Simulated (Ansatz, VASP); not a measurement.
**Two plane-wave programs on TiSi2**

```xyz
6
Lattice="0.0000 4.1352 4.2796 2.4039 0.0000 4.2796 2.4039 4.1352 0.0000" Properties=species:S:1:pos:R:3 pbc="T T T"
Ti    3.6250    6.2028    6.4194
Ti    2.4231    4.1352    4.2796
Si    1.1855    0.7181    2.1061
Si    1.1855    3.4171    2.1735
Si    2.3875    1.3495    4.2459
Si    2.3875    6.9208    4.3133
```

Change from the starting cell: mode 4 (183.3 1/cm) frozen in, largest displacement +0.037 Å.

Alike in both runs: task single point; functional PBE; k mesh 14 × 14 × 14; occupations gaussian, width 0.15 eV; no spin polarisation.

|  | VASP | Ansatz |
| --- | --- | --- |
| version | VASP 6.6.1 | Ansatz 0.2.0 |
| potentials or method | VASP PAW PBE potentials, release 64 (Ti_sv, Si), cutoff 520 eV | scalar-relativistic, plane waves, PAW |
| valence electrons in the cell | 40 | 40 |

```tsv
	VASP	Ansatz	Ansatz less VASP
gap on the k mesh at the Fermi level (eV)	none	none	-
pressure (GPa)	0.0	0.0	+0.04
traceless stress, the component that is largest in VASP (GPa)	0.25	0.25	-0.003
rms of the force components (eV/Å)	0.072	0.072	-0.0001
```

Atom by atom the forces differ by 0.000 eV/Å (rms over components). A gap of «none» marks a metal or a gap that the smearing closes.
